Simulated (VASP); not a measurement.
# ZrSi2 (Cmcm) in VASP: single point with r2SCAN

Aim: the single point of ZrSi2 with r2SCAN.

Everything below comes from runs of VASP 6.6.1. Logs are shortened: lines on timing, memory, paths and dates and some standing lists are left out, and cuts for length are marked.

**1. The cell of the first run**

The structure is orthorhombic, space group Cmcm (No. 63). Conventional cell: a = 3.683 Å, b = 14.871 Å, c = 3.673 Å, α = 90.00°, β = 90.00°, γ = 90.00°. Zr (site symmetry m2m) has 10 Si at 2.72 to 2.98 Å and 6 Zr at 3.65 to 3.68 Å within 3.7 Å. Si (site symmetry m2m) has 2 Si at 2.39 Å and 6 Zr at 2.72 to 2.98 Å within 3.2 Å. Si (site symmetry m2m) has 8 Si at 2.60 to 3.48 Å and 4 Zr at 2.82 Å within 3.5 Å.

**2. Single point, r2SCAN**

POSCAR reads:

```
ZrSi2
1.0
    1.8417421100     -7.4355685300      0.0000000000
    1.8417421100      7.4355685300      0.0000000000
    0.0000000000      0.0000000000      3.6732512100
Zr Si
2 4
Direct
    0.8940881300      0.1059118700      0.2500000000
    0.1059118700      0.8940881300      0.7500000000
    0.4485385800      0.5514614200      0.7500000000
    0.5514614200      0.4485385800      0.2500000000
    0.2502490200      0.7497509800      0.2500000000
    0.7497509800      0.2502490200      0.7500000000
```

INCAR.step1 reads:

```
SYSTEM = ZrSi2
  ALGO = Normal
  EDIFF = 1E-4
  ENCUT = 520
  GGA = PE
  ISMEAR = 0
  LASPH = .TRUE.
  LCHARG = .FALSE.
  LREAL = .FALSE.
  LWAVE = .TRUE.
  NBANDS = 29
  NELM = 80
  PREC = Accurate
  SIGMA = 0.1
```

INCAR.step2 reads:

```
SYSTEM = ZrSi2
  ALGO = Normal
  EDIFF = 1E-6
  ENCUT = 520
  ISIF = 2
  ISMEAR = 0
  ISTART = 1
  LASPH = .TRUE.
  LCHARG = .FALSE.
  LMIXTAU = .TRUE.
  LREAL = .FALSE.
  LWAVE = .FALSE.
  METAGGA = R2SCAN
  NBANDS = 29
  NELM = 80
  PREC = Accurate
  SIGMA = 0.1
```

KPOINTS reads:

```
k-points
0
G
  6 6 6
  0 0 0
```

Potentials or basis: VASP PAW PBE potentials, release 64 (Zr_sv, Si).

Run with:

```bash
> cat potpaw_PBE.64/Zr_sv/POTCAR potpaw_PBE.64/Si/POTCAR > POTCAR
> cp INCAR.step1 INCAR
> mpirun -np 1 vasp_std > vasp.out
> cp INCAR.step2 INCAR
> mpirun -np 1 vasp_std > vasp.out
```

OUTCAR:

```text
SYSTEM = ZrSi2
   EDIFF = 1E-6
   ENCUT = 520
   ISIF = 2
   ISMEAR = 0
   ISTART = 1
   LASPH = .TRUE.
   LREAL = .FALSE.
   METAGGA = R2SCAN
   NELM = 80
   PREC = Accurate

 ion  position               nearest neighbor table
   1  0.894  0.106  0.250-   3 2.72   3 2.72   3 2.72   3 2.72   5 2.82   5 2.82   6 2.82   6 2.82
                             4 2.98   4 2.98   2 3.65   2 3.65
   2  0.106  0.894  0.750-   4 2.72   4 2.72   4 2.72   4 2.72   6 2.82   6 2.82   5 2.82   5 2.82
                             3 2.98   3 2.98   1 3.65   1 3.65
   3  0.449  0.551  0.750-   4 2.39   4 2.39   1 2.72   1 2.72   1 2.72   1 2.72   2 2.98   2 2.98

   4  0.551  0.449  0.250-   3 2.39   3 2.39   2 2.72   2 2.72   2 2.72   2 2.72   1 2.98   1 2.98

   5  0.250  0.750  0.250-   6 2.60   6 2.60   6 2.60   6 2.60   1 2.82   1 2.82   2 2.82   2 2.82

   6  0.750  0.250  0.750-   5 2.60   5 2.60   5 2.60   5 2.60   2 2.82   2 2.82   1 2.82   1 2.82

  LATTYP: Found a base centered orthorhombic cell.
 ALAT       =     3.6834842200
 B/A-ratio  =     4.0372473918
 C/A-ratio  =     0.9972219210

  Lattice vectors:

 A1 = (   1.8417421100,  -7.4355685300,   0.0000000000)
 A2 = (   1.8417421100,   7.4355685300,   0.0000000000)
 A3 = (   0.0000000000,   0.0000000000,   3.6732512100)

Analysis of symmetry for initial positions (statically):
=====================================================================
 Subroutine PRICEL returns:
 Original cell was already a primitive cell.

 Routine SETGRP: Setting up the symmetry group for a
 base centered orthorhombic supercell.

 Subroutine GETGRP returns: Found  8 space group operations
 (whereof  4 operations were pure point group operations)
 out of a pool of  8 trial point group operations.

The static configuration has the point symmetry C_2h.
 The point group associated with its full space group is D_2h.

Analysis of symmetry for dynamics (positions and initial velocities):
=====================================================================
 Subroutine PRICEL returns:
 Original cell was already a primitive cell.

 Routine SETGRP: Setting up the symmetry group for a
 base centered orthorhombic supercell.

 Subroutine GETGRP returns: Found  8 space group operations
 (whereof  4 operations were pure point group operations)
 out of a pool of  8 trial point group operations.

The dynamic configuration has the point symmetry C_2h.
 The point group associated with its full space group is D_2h.

 Subroutine INISYM returns: Found  8 space group operations
 (whereof  4 operations are pure point group operations),
 and found     1 'primitive' translations

----------------------------------------------------------------------------------------

                                     Primitive cell

  volume of cell :     100.6059

  direct lattice vectors                    reciprocal lattice vectors
     1.841742110 -7.435568530  0.000000000     0.271482091 -0.067244354  0.000000000
     1.841742110  7.435568530  0.000000000     0.271482091  0.067244354  0.000000000
     0.000000000  0.000000000  3.673251210     0.000000000  0.000000000  0.272238391

  length of vectors
     7.660267186  7.660267186  3.673251210     0.279686126  0.279686126  0.272238391

  position of ions in fractional coordinates (direct lattice)
     0.894088130  0.105911870  0.250000000
     0.105911870  0.894088130  0.750000000
     0.448538580  0.551461420  0.750000000
     0.551461420  0.448538580  0.250000000
     0.250249020  0.749750980  0.250000000
     0.749750980  0.250249020  0.750000000

  ion indices of the primitive-cell ions
   primitive index   ion index
                 1           1
                 2           2
                 3           3
                 4           4
                 5           5
                 6           6

----------------------------------------------------------------------------------------

 KPOINTS: k-points

Automatic generation of k-mesh.
 Grid dimensions read from file:
 generate k-points for:    6    6    6

 Generating k-lattice:

  Cartesian coordinates                     Fractional coordinates (reciprocal lattice)
     0.045247015 -0.011207392  0.000000000     0.166666667 -0.000000000  0.000000000
     0.045247015  0.011207392  0.000000000    -0.000000000  0.166666667  0.000000000
     0.000000000  0.000000000  0.045373065     0.000000000  0.000000000  0.166666667

  Length of vectors
     0.046614354  0.046614354  0.045373065

  Shift w.r.t. Gamma in fractional coordinates (k-lattice)
     0.000000000  0.000000000  0.000000000

 Subroutine IBZKPT returns following result:
 ===========================================

 Found     52 irreducible k-points:

 Following reciprocal coordinates:
            Coordinates               Weight
  0.000000  0.000000  0.000000      1.000000
  0.166667 -0.000000  0.000000      4.000000
  0.333333 -0.000000  0.000000      4.000000
  0.500000  0.000000  0.000000      2.000000
  0.166667  0.166667  0.000000      2.000000
  0.333333  0.166667  0.000000      4.000000
[... 16 lines left out ...]
  0.333333  0.333333  0.166667      4.000000
  0.500000  0.333333  0.166667      8.000000
 [... further k-points ...]
   k-points           NKPTS =     52   k-points in BZ     NKDIM =     52   number of bands    NBANDS=     29
   number of dos      NEDOS =    301   number of ions     NIONS =      6
   total plane-waves  NPLWV = 100800
   dimension x,y,z NGX =    60 NGY =   60 NGZ =   28
   dimension x,y,z NGXF=   120 NGYF=  120 NGZF=   56
   ions per type =               2   4
   NGX,Y,Z   is equivalent  to a cutoff of  13.02, 13.02, 12.67 a.u.
   NGXF,Y,Z  is equivalent  to a cutoff of  26.04, 26.04, 25.34 a.u.
 SYSTEM =  ZrSi2
   PREC   = accura    normal or accurate (medium, high low for compatibility)
   ISTART =      1    job   : 0-new  1-cont  2-samecut
   ICHARG =      0    charge: 1-file 2-atom 10-const
   ISPIN  =      1    spin polarized calculation?
   LNONCOLLINEAR =      F non collinear calculations
   LSORBIT =      F    spin-orbit coupling
   LASPH  =      T    aspherical Exc in radial PAW
   ENCUT  =  520.0 eV  38.22 Ry    6.18 a.u.  14.24 14.24  6.83*2*pi/ulx,y,z
   NELM   =     80;   NELMIN=  2; NELMDL=  0     # of ELM steps
   EDIFF  = 0.1E-05   stopping-criterion for ELM
   LREAL  =      F    real-space projection
   EDIFFG = 0.1E-04   stopping-criterion for IOM
   NSW    =      0    number of steps for IOM
   IBRION =     -1    ionic relax: 0-MD 1-quasi-New 2-CG
   NFREE  =      0    steps in history (QN), initial steepest desc. (CG)
   ISIF   =      2    stress and relaxation
   ISYM   =      2    0-nonsym 1-usesym 2-fastsym
   POTIM  = 0.5000    time-step for ionic-motion
   TEBEG  =    0.0;   TEEND  =   0.0 temperature during run
   PSTRESS=    0.0 pullay stress
   NELECT =      40.0000    total number of electrons
   NUPDOWN=      -1.0000    fix difference up-down
   EMIN   =  10.00;   EMAX   =-10.00  energy-range for DOS
   EFERMI =   0.00;   METHOD = LEGACY
   ISMEAR =     0;   SIGMA  =   0.10  broadening in eV -4-tet -1-fermi 0-gaus
   EFERMI_NEDOS =   21; number of points for ismear=-14 and -15
   IALGO  =     38    algorithm
   IMIX   =      4    mixing-type and parameters
     AMIX     =   0.40;   BMIX     =  1.00
     AMIX_MAG =   1.60;   BMIX_MAG =  1.00
  volume/ion in A,a.u.               =      16.77       113.15
  Fermi-wavevector in a.u.,A,eV,Ry     =   1.203798  2.274848 19.716606  1.449130
  Thomas-Fermi vector in A             =   2.339541
   LORBIT       =      0    0 simple, 1 ext, 2 COOP (PROOUT), +10 PAW based schemes
   METAGGA = R2SCAN    functional components
   LHFCALC =     F    Hartree Fock is set to
   AEXX    =    0.0000 exact exchange contribution
   IVDW    =     0    specifies the selected vdW correction
   LEPSILON=     F    determine dielectric tensor
   LRPA    =     F    only Hartree local field effects (RPA)
 non-spin polarized calculation
 Gauss-broadening in eV      SIGMA  =   0.10
  energy-cutoff  :      520.00
  volume of cell :      100.61
 maximum number of plane-waves:      2732
 NGX is ok and might be reduce to    60
   NGX = 29   NGY = 29   NGZ = 13

 number of electron      40.0000000 magnetization

 Free energy of the ion-electron system (eV)
  ---------------------------------------------------
  ext. energy  EPLUGINS =         0.00000000
  ---------------------------------------------------
  free energy    TOTEN  =       -84.53724000 eV

  energy without entropy =      -84.52939469  energy(sigma->0) =      -84.53331734

 E-fermi :  10.0753     XC(G=0): -11.9952

 val. band max:       10.0613381538   @ k =   0.3333   0.3333   0.1667
 cond. band min:      10.0911585791   @ k =  -0.3333   0.3333   0.5000
 fundamental gap:      0.0298204254
 Fermi energy:        10.0752682538

 k-point     1 :       0.0000    0.0000    0.0000
  band No.  band energies     occupation
      1     -40.4912      2.00000
      2     -40.4793      2.00000
      3     -18.0485      2.00000
      4     -17.8847      2.00000
      5     -17.8807      2.00000
      6     -17.8587      2.00000
[... 21 lines left out ...]
     28      13.1354      0.00000
     29      14.3289      0.00000

 k-point     2 :       0.1667   -0.0000    0.0000
  band No.  band energies     occupation
      1     -40.4885      2.00000
      2     -40.4767      2.00000
      3     -18.0378      2.00000
      4     -17.9336      2.00000
      5     -17.9063      2.00000
      6     -17.8811      2.00000
[... 21 lines left out ...]
     28      13.3609      0.00000
     29      14.2153      0.00000

 k-point     3 :       0.3333   -0.0000    0.0000
  band No.  band energies     occupation
      1     -40.4829      2.00000
      2     -40.4716      2.00000
      3     -18.0397      2.00000
      4     -18.0143      2.00000
      5     -17.9993      2.00000
      6     -17.8745      2.00000
[... 638 lines left out ...]
      5     -17.9945      2.00000
      6     -17.8994      2.00000
[... 21 lines left out ...]
     28      14.2205      0.00000
     29      14.3385      0.00000

 k-point    24 :       0.5000    0.3333    0.1667
  band No.  band energies     occupation
      1     -40.4848      2.00000
      2     -40.4751      2.00000
      3     -18.0144      2.00000
      4     -17.9263      2.00000
      5     -17.9140      2.00000
      6     -17.9008      2.00000
[... 21 lines left out ...]
     28      14.0239      0.00000
     29      14.2895      0.00000

 [... further k-points ...]

------------------------ aborting loop because EDIFF is reached ----------------------------------------

  FORCE on cell =-STRESS in cart. coord.  units (eV):
  Direction    XX          YY          ZZ          XY          YZ          ZX
  --------------------------------------------------------------------------------------
  -------------------------------------------------------------------------------------
  Total        0.5267304     -0.0462936     -0.5171489      0.0000000      0.0000000      0.0000000
  in kB        8.3883265     -0.7372381     -8.2357382      0.0000000      0.0000000      0.0000000
  external PRESSURE =      -0.1948833 kB  Pullay stress =       0.0000000 kB

 VOLUME and BASIS-vectors are now :
 -----------------------------------------------------------------------------
  energy-cutoff  :      520.00
  volume of cell :      100.61
      direct lattice vectors                 reciprocal lattice vectors
     1.841742110 -7.435568530  0.000000000     0.271482091 -0.067244354  0.000000000
     1.841742110  7.435568530  0.000000000     0.271482091  0.067244354  0.000000000
     0.000000000  0.000000000  3.673251210     0.000000000  0.000000000  0.272238391

 POSITION                                       TOTAL-FORCE (eV/Angst)
 -----------------------------------------------------------------------------------
      1.84174     -5.86054      0.91831         0.000000     -0.004557     -0.000000
      1.84174      5.86054      2.75494         0.000000      0.004557      0.000000
      1.84174      0.76529      2.75494         0.000000      0.019194      0.000000
      1.84174     -0.76529      0.91831         0.000000     -0.019194      0.000000
      1.84174      3.71408      0.91831         0.000000      0.020037      0.000000
      1.84174     -3.71408      2.75494         0.000000     -0.020037      0.000000
 -----------------------------------------------------------------------------------
    total drift:                                0.000000      0.000000      0.000000

  FREE ENERGIE OF THE ION-ELECTRON SYSTEM (eV)
  ---------------------------------------------------
  free  energy   TOTEN  =       -84.5372400017 eV

  energy  without entropy=      -84.5293946871  energy(sigma->0) =      -84.53331734
```

Run time: 12 min. Hardware: 1 thread of Intel Xeon Platinum 8259CL at 2.50GHz (Skylake/Cascade Lake), shared host; peak memory 0.41 GiB.

Results:

```yaml
Free_energy: -84.5372 eV
Pressure: 0.0 GPa
Largest_force: 0.020 eV/Å
Band_gap_on_the_k_mesh: zero (bands 20 and 21 overlap by 0.91 eV)
```

Forces on the atoms (eV/Å):
```
Zr   0.000 -0.005  0.000
Zr   0.000  0.005  0.000
Si   0.000  0.019  0.000
Si   0.000 -0.019  0.000
Si   0.000  0.020  0.000
Si   0.000 -0.020  0.000
```

Caveat: the PAW data sets were made with another functional, which shifts forces and pressure a little.

The gap in the log of VASP goes by the Fermi energy; the results here count the filled bands.